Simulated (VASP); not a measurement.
# ZrB (P4/mmm) in VASP: further runs

Runs on ZrB. Level: PBE. Tasks: single point, relaxation of cell and atoms.

Program: VASP 6.6.1. These are calculated values, not measurements. Logs are shortened: lines on timing, memory, paths and dates and some standing lists are left out, and cuts for length are marked.

**1. The cell of the first run**

Symmetry: P4/mmm, No. 123, tetragonal system. The conventional cell has a = 4.592 Å, b = 4.592 Å, c = 3.187 Å, α = 90.00°, β = 90.00°, γ = 90.00°. Zr (site symmetry mmm) has 6 B at 2.30 to 2.79 Å within 3.0 Å. B (site symmetry 4/mmm) has 2 B at 1.59 Å within 2.1 Å. B (site symmetry 4/mmm) has 2 B at 1.59 Å within 2.1 Å.

**2. Single point, PBE**

Contents of INCAR:

```
SYSTEM = ZrB
ALGO = Normal
EDIFF = 1E-6
ENCUT = 520
GGA = PE
ISIF = 2
ISMEAR = 0
LASPH = .True.
LCHARG = .False.
LREAL = .False.
LWAVE = .False.
NBANDS = 23
NELM = 80
PREC = Accurate
SIGMA = 0.1
```

Contents of KPOINTS:

```
k-points
0
Gamma
  4 4 6
  0 0 0
```

Contents of POSCAR:

```
ZrB
1.0
    4.5920279475      0.0000000000      0.0000000000
    0.0000000000      4.5920279475      0.0000000000
    0.0000000000      0.0000000000      3.1870542550
Zr B
2 2
Direct
    0.0000000000      0.5000000000      0.5000000000
    0.5000000000      0.0000000000      0.5000000000
    0.0000000000      0.0000000000      0.5000000000
    0.0000000000      0.0000000000      0.0000000000
```

Potentials or basis: VASP PAW PBE potentials, release 64 (Zr_sv, B).

Launch:

```
> cat potpaw_PBE.64/Zr_sv/POTCAR potpaw_PBE.64/B/POTCAR > POTCAR
> mpirun -np 1 vasp_std > vasp.out
```

OUTCAR:

```text
SYSTEM = ZrB
   EDIFF = 1E-6
   ENCUT = 520
   GGA = PE
   ISIF = 2
   ISMEAR = 0
   LASPH = .True.
   LREAL = .False.
   NELM = 80
   PREC = Accurate

 ion  position               nearest neighbor table
   1  0.000  0.500  0.500-   3 2.30   3 2.30   4 2.79   4 2.79   4 2.79   4 2.79   2 3.25   2 3.25
                             2 3.25   2 3.25
   2  0.500  0.000  0.500-   3 2.30   3 2.30   4 2.79   4 2.79   4 2.79   4 2.79   1 3.25   1 3.25
                             1 3.25   1 3.25
   3  0.000  0.000  0.500-   4 1.59   4 1.59   1 2.30   2 2.30   1 2.30   2 2.30
   4  0.000  0.000  0.000-   3 1.59   3 1.59   1 2.79   1 2.79   2 2.79   2 2.79   1 2.79   1 2.79
                             2 2.79   2 2.79

  LATTYP: Found a simple tetragonal cell.
 ALAT       =     4.5920279475
 C/A-ratio  =     0.6940406921

  Lattice vectors:

 A1 = (   4.5920279475,   0.0000000000,   0.0000000000)
 A2 = (   0.0000000000,   4.5920279475,   0.0000000000)
 A3 = (   0.0000000000,   0.0000000000,   3.1870542550)

Analysis of symmetry for initial positions (statically):
=====================================================================
 Subroutine PRICEL returns:
 Original cell was already a primitive cell.

 Routine SETGRP: Setting up the symmetry group for a
 simple tetragonal supercell.

 Subroutine GETGRP returns: Found 16 space group operations
 (whereof 16 operations were pure point group operations)
 out of a pool of 16 trial point group operations.

The static configuration has the point symmetry D_4h.

Analysis of symmetry for dynamics (positions and initial velocities):
=====================================================================
 Subroutine PRICEL returns:
 Original cell was already a primitive cell.

 Routine SETGRP: Setting up the symmetry group for a
 simple tetragonal supercell.

 Subroutine GETGRP returns: Found 16 space group operations
 (whereof 16 operations were pure point group operations)
 out of a pool of 16 trial point group operations.

The dynamic configuration has the point symmetry D_4h.

 Subroutine INISYM returns: Found 16 space group operations
 (whereof 16 operations are pure point group operations),
 and found     1 'primitive' translations

----------------------------------------------------------------------------------------

                                     Primitive cell

  volume of cell :      67.2045

  direct lattice vectors                    reciprocal lattice vectors
     4.592027948  0.000000000  0.000000000     0.217768709  0.000000000  0.000000000
     0.000000000  4.592027948  0.000000000     0.000000000  0.217768709  0.000000000
     0.000000000  0.000000000  3.187054255     0.000000000  0.000000000  0.313769368

  length of vectors
     4.592027948  4.592027948  3.187054255     0.217768709  0.217768709  0.313769368

  position of ions in fractional coordinates (direct lattice)
     0.000000000  0.500000000  0.500000000
     0.500000000  0.000000000  0.500000000
     0.000000000  0.000000000  0.500000000
     0.000000000  0.000000000  0.000000000

  ion indices of the primitive-cell ions
   primitive index   ion index
                 1           1
                 2           2
                 3           3
                 4           4

----------------------------------------------------------------------------------------

 KPOINTS: k-points

Automatic generation of k-mesh.
 Grid dimensions read from file:
 generate k-points for:    4    4    6

 Generating k-lattice:

  Cartesian coordinates                     Fractional coordinates (reciprocal lattice)
     0.054442177  0.000000000  0.000000000     0.250000000  0.000000000  0.000000000
     0.000000000  0.054442177  0.000000000     0.000000000  0.250000000  0.000000000
     0.000000000  0.000000000  0.052294895     0.000000000  0.000000000  0.166666667

  Length of vectors
     0.054442177  0.054442177  0.052294895

  Shift w.r.t. Gamma in fractional coordinates (k-lattice)
     0.000000000  0.000000000  0.000000000

 Subroutine IBZKPT returns following result:
 ===========================================

 Found     24 irreducible k-points:

 Following reciprocal coordinates:
            Coordinates               Weight
  0.000000  0.000000  0.000000      1.000000
  0.250000  0.000000  0.000000      4.000000
  0.500000  0.000000  0.000000      2.000000
  0.250000  0.250000  0.000000      4.000000
  0.500000  0.250000  0.000000      4.000000
  0.500000  0.500000  0.000000      1.000000
[... 16 lines left out ...]
  0.500000  0.250000  0.500000      4.000000
  0.500000  0.500000  0.500000      1.000000
   k-points           NKPTS =     24   k-points in BZ     NKDIM =     24   number of bands    NBANDS=     23
   number of dos      NEDOS =    301   number of ions     NIONS =      4
   total plane-waves  NPLWV =  31104
   dimension x,y,z NGX =    36 NGY =   36 NGZ =   24
   dimension x,y,z NGXF=    72 NGYF=   72 NGZF=   48
   ions per type =               2   2
   NGX,Y,Z   is equivalent  to a cutoff of  13.03, 13.03, 12.52 a.u.
   NGXF,Y,Z  is equivalent  to a cutoff of  26.07, 26.07, 25.04 a.u.
 SYSTEM =  ZrB
   PREC   = accura    normal or accurate (medium, high low for compatibility)
   ISTART =      0    job   : 0-new  1-cont  2-samecut
   ICHARG =      2    charge: 1-file 2-atom 10-const
   ISPIN  =      1    spin polarized calculation?
   LNONCOLLINEAR =      F non collinear calculations
   LSORBIT =      F    spin-orbit coupling
   LASPH  =      T    aspherical Exc in radial PAW
   ENCUT  =  520.0 eV  38.22 Ry    6.18 a.u.   8.54  8.54  5.93*2*pi/ulx,y,z
   NELM   =     80;   NELMIN=  2; NELMDL= -5     # of ELM steps
   EDIFF  = 0.1E-05   stopping-criterion for ELM
   LREAL  =      F    real-space projection
   EDIFFG = 0.1E-04   stopping-criterion for IOM
   NSW    =      0    number of steps for IOM
   IBRION =     -1    ionic relax: 0-MD 1-quasi-New 2-CG
   NFREE  =      0    steps in history (QN), initial steepest desc. (CG)
   ISIF   =      2    stress and relaxation
   ISYM   =      2    0-nonsym 1-usesym 2-fastsym
   POTIM  = 0.5000    time-step for ionic-motion
   TEBEG  =    0.0;   TEEND  =   0.0 temperature during run
   PSTRESS=    0.0 pullay stress
   NELECT =      30.0000    total number of electrons
   NUPDOWN=      -1.0000    fix difference up-down
   EMIN   =  10.00;   EMAX   =-10.00  energy-range for DOS
   EFERMI =   0.00;   METHOD = LEGACY
   ISMEAR =     0;   SIGMA  =   0.10  broadening in eV -4-tet -1-fermi 0-gaus
   EFERMI_NEDOS =   21; number of points for ismear=-14 and -15
   IALGO  =     38    algorithm
   IMIX   =      4    mixing-type and parameters
     AMIX     =   0.40;   BMIX     =  1.00
     AMIX_MAG =   1.60;   BMIX_MAG =  1.00
  volume/ion in A,a.u.               =      16.80       113.38
  Fermi-wavevector in a.u.,A,eV,Ry     =   1.251168  2.364365 21.298862  1.565422
  Thomas-Fermi vector in A             =   2.385128
   LORBIT       =      0    0 simple, 1 ext, 2 COOP (PROOUT), +10 PAW based schemes
   GGA     = PE    functional components
   LHFCALC =     F    Hartree Fock is set to
   AEXX    =    0.0000 exact exchange contribution
   IVDW    =     0    specifies the selected vdW correction
   LEPSILON=     F    determine dielectric tensor
   LRPA    =     F    only Hartree local field effects (RPA)
 non-spin polarized calculation
 Gauss-broadening in eV      SIGMA  =   0.10
  energy-cutoff  :      520.00
  volume of cell :       67.20
 maximum number of plane-waves:      1826
 NGX is ok and might be reduce to    36
   NGX = 17   NGY = 17   NGZ = 11

 number of electron      29.9999999 magnetization

 Free energy of the ion-electron system (eV)
  ---------------------------------------------------
  ext. energy  EPLUGINS =         0.00000000
  ---------------------------------------------------
  free energy    TOTEN  =       -30.33776258 eV

  energy without entropy =      -30.32710520  energy(sigma->0) =      -30.33243389

 E-fermi :   7.0900     XC(G=0): -10.6339

 val. band max:        7.0669318121   @ k =   0.2500   0.2500   0.5000
 cond. band min:       7.1544038709   @ k =   0.5000   0.0000   0.0000
 fundamental gap:      0.0874720588
 Fermi energy:         7.0899611590

 k-point     1 :       0.0000    0.0000    0.0000
  band No.  band energies     occupation
      1     -41.6683      2.00000
      2     -41.5828      2.00000
      3     -19.9778      2.00000
      4     -19.9778      2.00000
      5     -19.5414      2.00000
      6     -19.5414      2.00000
[... 15 lines left out ...]
     22      11.7705      0.00000
     23      12.3316      0.00000

 k-point     2 :       0.2500    0.0000    0.0000
  band No.  band energies     occupation
      1     -41.6558      2.00000
      2     -41.5953      2.00000
      3     -19.9230      2.00000
      4     -19.9160      2.00000
      5     -19.6148      2.00000
      6     -19.6069      2.00000
[... 15 lines left out ...]
     22      11.1379      0.00000
     23      11.8148      0.00000

 k-point     3 :       0.5000    0.0000    0.0000
  band No.  band energies     occupation
      1     -41.6257      2.00000
      2     -41.6255      2.00000
      3     -19.7879      2.00000
      4     -19.7760      2.00000
      5     -19.7683      2.00000
      6     -19.7505      2.00000
[... 15 lines left out ...]
     22      11.3212      0.00000
     23      11.3499      0.00000
[... 495 lines left out ...]
 k-point    23 :       0.5000    0.2500    0.5000
  band No.  band energies     occupation
      1     -41.5766      2.00000
      2     -41.5765      2.00000
      3     -19.9065      2.00000
      4     -19.8929      2.00000
      5     -19.8702      2.00000
      6     -19.8689      2.00000
[... 15 lines left out ...]
     22      11.6242      0.00000
     23      13.3305      0.00000

 k-point    24 :       0.5000    0.5000    0.5000
  band No.  band energies     occupation
      1     -41.5764      2.00000
      2     -41.5764      2.00000
      3     -19.9962      2.00000
      4     -19.9621      2.00000
      5     -19.8682      2.00000
      6     -19.8682      2.00000
[... 15 lines left out ...]
     22      12.3046      0.00000
     23      12.3046      0.00000

------------------------ aborting loop because EDIFF is reached ----------------------------------------

  FORCE on cell =-STRESS in cart. coord.  units (eV):
  Direction    XX          YY          ZZ          XY          YZ          ZX
  --------------------------------------------------------------------------------------
  -------------------------------------------------------------------------------------
  Total        0.0556490      0.0556490      0.1507823      0.0000000      0.0000000      0.0000000
  in kB        1.3266894      1.3266894      3.5946991      0.0000000      0.0000000      0.0000000
  external PRESSURE =       2.0826926 kB  Pullay stress =       0.0000000 kB

 VOLUME and BASIS-vectors are now :
 -----------------------------------------------------------------------------
  energy-cutoff  :      520.00
  volume of cell :       67.20
      direct lattice vectors                 reciprocal lattice vectors
     4.592027948  0.000000000  0.000000000     0.217768709  0.000000000  0.000000000
     0.000000000  4.592027948  0.000000000     0.000000000  0.217768709  0.000000000
     0.000000000  0.000000000  3.187054255     0.000000000  0.000000000  0.313769368

 POSITION                                       TOTAL-FORCE (eV/Angst)
 -----------------------------------------------------------------------------------
      0.00000      2.29601      1.59353         0.000000      0.000000      0.000000
      2.29601      0.00000      1.59353         0.000000      0.000000      0.000000
      0.00000      0.00000      1.59353         0.000000      0.000000      0.000000
      0.00000      0.00000      0.00000         0.000000      0.000000      0.000000
 -----------------------------------------------------------------------------------
    total drift:                                0.000000      0.000000      0.000000

  FREE ENERGIE OF THE ION-ELECTRON SYSTEM (eV)
  ---------------------------------------------------
  free  energy   TOTEN  =       -30.3377625819 eV

  energy  without entropy=      -30.3271052027  energy(sigma->0) =      -30.33243389
```

Run time: 34 s. Hardware: 1 thread of Intel Xeon Platinum 8488C (Sapphire Rapids), shared host; peak memory 0.19 GiB.

What came out:

* Free energy: -30.3378 eV
* Pressure: 0.2 GPa
* Band gap on the k mesh: zero (band 15 reaches 7.99 eV, above the bottom of band 16 at 6.49 eV)

Stress tensor (GPa, compression positive):
```
0.13 0.00 0.00
0.00 0.13 0.00
0.00 0.00 0.36
```

(Part 1 of 2 ends here.)
